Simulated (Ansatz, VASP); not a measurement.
One calculation of CsEu3, two programs

The input INCAR:

```
SYSTEM = CsEu3
  ALGO = Normal
  EDIFF = 1E-6
  ENCUT = 520
  GGA = CA
  ISIF = 2
  ISMEAR = -1
  ISPIN = 2
  LASPH = .TRUE.
  LCHARG = .FALSE.
  LMAXMIX = 6
  LORBIT = 11
  LREAL = .FALSE.
  LWAVE = .FALSE.
  MAGMOM = 0 9.1 9.1 9.1
  NBANDS = 42
  NELM = 150
  PREC = Accurate
  SIGMA = 0.01
```

KPOINTS

```
k-points
0
G
  2 2 2
  0 0 0
```

Contents of POSCAR:

```
CsEu3
1.0
    0.0000000000      4.7685300000      4.7685300000
    4.7685300000      0.0000000000      4.7685300000
    4.7685300000      4.7685300000      0.0000000000
Cs Eu
1 3
Direct
    0.0000000000      0.0000000000      0.0000000000
    0.2500000000      0.2500000000      0.2500000000
    0.7500000000      0.7500000000      0.7500000000
    0.5000000000      0.5000000000      0.5000000000
```

Input for Ansatz:

```yaml
crystal:
  lattice:
    - [0.0, 4.76853, 4.76853]
    - [4.76853, 0.0, 4.76853]
    - [4.76853, 4.76853, 0.0]
  atoms:
    - { symbol: Cs, position: [0.0, 0.0, 0.0] }
    - { symbol: Eu, position: [0.25, 0.25, 0.25] }
    - { symbol: Eu, position: [0.75, 0.75, 0.75] }
    - { symbol: Eu, position: [0.5, 0.5, 0.5] }
basis:
  ecutwfc: 470.0
  xc_grid: 1
kpoints:
  mp_grid:
    grid: [2, 2, 2]
hamiltonian:
  xc: lda
  pseudopotentials:
    kind: paw
magnetization:
  spin_polarized: true
  per_species:
    Eu: 9.1
scf:
  max_iter: 60
  lower_state_search: "off"
  occupations:
    method: fermi_dirac
    width: 0.01
  initial_density:
    normalization: atom
```

Alike in both runs: task single point; functional LDA; k mesh 2 × 2 × 2; occupations fermi-dirac, width 0.01 eV; collinear spin.

|  | VASP | Ansatz |
| --- | --- | --- |
| version | VASP 6.6.1 | Ansatz 0.2.0 |
| potentials or method | VASP PAW PBE potentials, release 64 (Cs_sv, Eu), cutoff 520 eV | plane waves, PAW |
| valence electrons in the cell | 60 | 60 |

|  | VASP | Ansatz | Ansatz less VASP |
| --- | --- | --- | --- |
| gap on the k mesh at the Fermi level (eV) | none | none | - |
| net moment per atom (μB) | 5.56 | 5.56 | +0.001 |
| size of the moment on the site where the two differ most (μB) | 6.75 | 7.16 | +0.406 |

VASP's potentials were made for PBE, not for LDA. LDA's correlation is that of Perdew and Zunger in VASP and of Perdew and Wang (1992) in Ansatz. Site moments also hang on the region over which each program counts them. A gap of «none» marks a metal or a gap that the smearing closes.

The k mesh is coarse, so the values compare programs but aren't converged. Neither program's run includes spin-orbit coupling. Noted on VASP's run: too few bands were computed for a metal, which touches its energy and stress.
